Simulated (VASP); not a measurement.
Here is a VASP 6.6.1 calculation.

File POSCAR:

```
Sb
1.0
   -1.8713408863      1.8713408863      1.8713408863
    1.8713408863     -1.8713408863      1.8713408863
    1.8713408863      1.8713408863     -1.8713408863
Sb
1
Direct
    0.0000000000      0.0000000000      0.0000000000
```

INCAR.step1

```
  PREC = Accurate
  ENCUT = 520
  EDIFF = 1E-5
  ISMEAR = -1
  SIGMA = 0.05
  LREAL = F
  LASPH = T
  NELM = 100
  ALGO = Normal
  ISIF = 2
  LWAVE = T
  LCHARG = F
  GGA = PE
  NBANDS = 8
```

The input INCAR.step2:

```
  PREC = Accurate
  ENCUT = 520
  EDIFF = 1E-6
  ISMEAR = -1
  SIGMA = 0.05
  LREAL = F
  LASPH = T
  NELM = 100
  ALGO = Normal
  ISIF = 2
  LWAVE = F
  LCHARG = F
  GGA = PE
  LHFCALC = T
  HFSCREEN = 0.2079
  PRECFOCK = Normal
  ISTART = 1
  NBANDS = 8
```

KPOINTS

```
regular mesh
0
Gamma
  5 5 5
```

Potentials or basis: VASP PAW PBE potentials, release 64 (Sb).

Run with:

```sh
$ cat potpaw_PBE.64/Sb/POTCAR > POTCAR
$ cp INCAR.step1 INCAR
$ mpirun -np 1 vasp_std > vasp.out
$ cp INCAR.step2 INCAR
$ mpirun -np 1 vasp_std > vasp.out
```

Question: Predict the pressure.

Answer: -2.0 GPa.

Caveat: the k points lie up to 0.47 Å⁻¹ apart; the PAW data sets were made with another functional, which shifts forces and pressure a little.
